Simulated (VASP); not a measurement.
Ag: single point with PBE

The system is Ag.

```
Ag
1.0
     0.00000    1.98430    1.95365
     1.98430    0.00000    1.95365
     1.98430    1.98430    0.00000
Ag
1
Cartesian
  0.0000 0.0000 0.0000
```

This cell differs from its parent crystal: strained.

```
Program                : VASP 6.6.1
Task                   : single point
Functional             : PBE
Potentials or basis    : VASP PAW PBE potentials, release 64 (Ag)
Cutoff                 : 500 eV
k mesh                 : 16 × 16 × 16
Occupations            : gaussian, width 0.1 eV
Spin                   : no spin polarisation
Dipole correction      : no
Further INCAR settings : ALGO = Normal; EDIFF = 1e-06; NBANDS = 12
```

```yaml
Pressure: 20.5 GPa
Band_gap_on_the_k_mesh: zero (an odd number of electrons rules out a gap without spin polarisation)
```

Stress tensor (GPa, compression positive):
```
20.35  0.00  0.00
 0.00 20.35  0.00
 0.00  0.00 20.73
```

Levels at points of the mesh, in eV from the Fermi level:
```csv
k point,band 3,band 4,band 5,band 6,band 7,band 8,band 9,band 10
"(0.00, 0.00, 0.00)",-5.23,-5.12,-4.02,-3.90,16.22,20.32,20.32,20.60
"(0.50, 0.00, 0.00)",-5.17,-3.03,-2.98,-0.68,4.23,15.46,18.77,19.15
"(0.50, 0.50, 0.00)",-3.05,-2.75,-2.75,1.72,7.88,11.01,11.01,18.30
"(0.50, 0.00, 0.50)",-3.04,-2.80,-2.72,1.43,7.47,11.28,11.33,18.58
```

It took 65 s on 1 thread of Intel Xeon 8259CL (shared host), peak memory 0.17 GiB.

Caveat: the cell differs from its parent crystal (strained); the cell stands under pressure.
